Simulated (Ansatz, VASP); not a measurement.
## SiC: VASP beside Ansatz

```
CELL_PARAMETERS angstrom
3.07547 0.00000 0.00000
-1.53773 2.66343 0.00000
0.00000 0.00000 5.04853
ATOMIC_POSITIONS crystal
Si 0.33333 0.66667 0.98097
Si 0.66667 0.33333 0.48097
C 0.33333 0.66667 0.39403
C 0.66667 0.33333 0.89403
```

Change from the starting cell: polar distortion scaled by 0.70.

Alike in both runs: task single point; functional r2SCAN; k mesh 12 × 12 × 6; no spin polarisation.

|  | VASP | Ansatz |
| --- | --- | --- |
| version | VASP 6.6.1 | Ansatz 0.2.0 |
| potentials or method | VASP PAW PBE potentials, release 64 (Si, C), cutoff 520 eV | scalar-relativistic, plane waves, PAW |
| occupations | gaussian, width 0.01 eV | fixed |
| valence electrons in the cell | 16 | 16 |

|  | VASP | Ansatz | Ansatz less VASP |
| --- | --- | --- | --- |
| gap on the k mesh at the Fermi level (eV) | 2.18 | 2.17 | -0.004 |
| least direct gap on the mesh (eV) | 4.38 | 4.36 | -0.015 |
| pressure (GPa) | 2.8 | 3.0 | +0.26 |
| traceless stress, the component that is largest in VASP (GPa) | -7.93 | -8.06 | -0.132 |
| rms of the force components (eV/Å) | 1.267 | 1.267 | +0.0001 |

VASP's potentials were made for PBE, not for r2SCAN. Atom by atom the forces differ by 0.000 eV/Å (rms over components).
